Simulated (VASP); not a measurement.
Write the native input for VASP 6.6.1 that does the following.

```yaml
Task: single point
Functional: PBEsol
Potentials_or_basis: VASP PAW PBE potentials, release 64 (Ca_sv, Se)
Cutoff: 520 eV
k_mesh: 8 × 8 × 8
Occupations: gaussian, width 0.02 eV
Spin: no spin polarisation
Dipole_correction: no
Further_INCAR_settings: ALGO = Normal; EDIFF = 1e-06; NBANDS = 15
```

The structure of CaSe lies in POSCAR:

```
CaSe
1.0
    0.0000000000      3.0731167200      3.0731167200
    3.0731167200      0.0000000000      3.0731167200
    3.0731167200      3.0731167200      0.0000000000
Ca Se
1 1
Direct
    0.0000000000      0.0000000000      0.0000000000
    0.5000000000      0.5000000000      0.5000000000
```

This cell differs from its parent crystal: strained.

One way to write it, as run:

INCAR

```
ALGO = Normal ; EDIFF = 1E-6
ENCUT = 520 ; GGA = PS
ISIF = 2 ; ISMEAR = 0
LASPH = T ; LCHARG = F
LREAL = F ; LWAVE = F
NBANDS = 15 ; NELM = 80
PREC = Accurate ; SIGMA = 0.02
```

KPOINTS

```
k-points
0
Gamma
  8 8 8
```

Potentials or basis: VASP PAW PBE potentials, release 64 (Ca_sv, Se).

The run is started by

```sh
$ cat potpaw_PBE.64/Ca_sv/POTCAR potpaw_PBE.64/Se/POTCAR > POTCAR
$ mpirun -np 1 vasp_std > vasp.out
```

It gave:

- Pressure: -5.3 GPa
- Band gap on the k mesh: 2.17 eV (least direct gap 2.62 eV)

Caveat: the cell differs from its parent crystal (strained); the cell stands under tension; the PAW data sets were made with another functional, which shifts forces and pressure a little.

Wall time 14 s on 1 thread of AMD EPYC 7R13 Processor (Zen 3), with other jobs on the host, peak memory 0.15 GiB.
